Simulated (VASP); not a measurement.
Wanted: the native input for a VASP 6.6.1 run.

| Item | Value |
| --- | --- |
| Task | single point |
| Functional | RPBE |
| Potentials or basis | VASP PAW PBE potentials, release 64 (Ni, Mo_sv, Pd, Ir, W_sv) |
| Cutoff | 520 eV |
| k mesh | 11 × 11 × 3 |
| Occupations | fermi-dirac, width 0.05 eV |
| Spin | collinear spin, ferromagnetic start |
| Starting moments | [1.0, 1.0, 0.0, 0.6, 0.0] μB |
| Dipole correction | no |
| Further INCAR settings | ALGO = Fast; EDIFF = 1e-06; NBANDS = 40 |

The structure of NiMoIrPdW lies in POSCAR:

```
NiMoIrPdW
1.0
    2.3446000000     -1.4313800000      0.0090600000
    2.3446000000      1.4313800000      0.0090600000
   -2.2060000000      0.0000000000     10.9237400000
Ni Mo Pd Ir W
1 1 1 1 1
Direct
    0.4983800000      0.4983800000      0.2952500000
    0.3177300000      0.3177300000      0.9120700000
    0.2473300000      0.2473300000      0.4906100000
    0.7498200000      0.7498200000      0.1080200000
    0.6867300000      0.6867300000      0.6940600000
```

One way to write it, as run:

INCAR

```
SYSTEM = NiMoIrPdW
PREC = Accurate
ENCUT = 520
EDIFF = 1E-6
ISMEAR = -1
SIGMA = 0.05
LREAL = .False.
LASPH = .True.
NELM = 150
ALGO = Fast
ISIF = 2
LWAVE = .False.
LCHARG = .False.
ISPIN = 2
MAGMOM = 1 1 0 0.6 0
LORBIT = 11
LMAXMIX = 4
GGA = RP
NBANDS = 40
```

KPOINTS

```
regular mesh
0
Gamma
  11 11 3
  0 0 0
```

Potentials or basis: VASP PAW PBE potentials, release 64 (Ni, Mo_sv, Pd, Ir, W_sv).

Launch:

```bash
$ cat potpaw_PBE.64/Ni/POTCAR potpaw_PBE.64/Mo_sv/POTCAR potpaw_PBE.64/Pd/POTCAR potpaw_PBE.64/Ir/POTCAR potpaw_PBE.64/W_sv/POTCAR > POTCAR
$ mpirun -np 1 vasp_std > vasp.out
```

Results of the run:

```json
{
 "Pressure": "4.4 GPa",
 "Largest force": "0.125 eV/Å",
 "Net moment": "0.00 μB per cell",
 "Valence electrons inside the program's atomic spheres": "Ni 9.12; Mo 12.53; Pd 9.57; Ir 8.34; W 12.03"
}
```

Caveat: the cell stands under pressure; the moments typed at the start vanished in this run; the PAW data sets were made with another functional, which shifts forces and pressure a little.

It took 20 min on 1 thread of Oxide Virtual Turin-like Processor, on a shared host, peak memory 0.58 GiB.
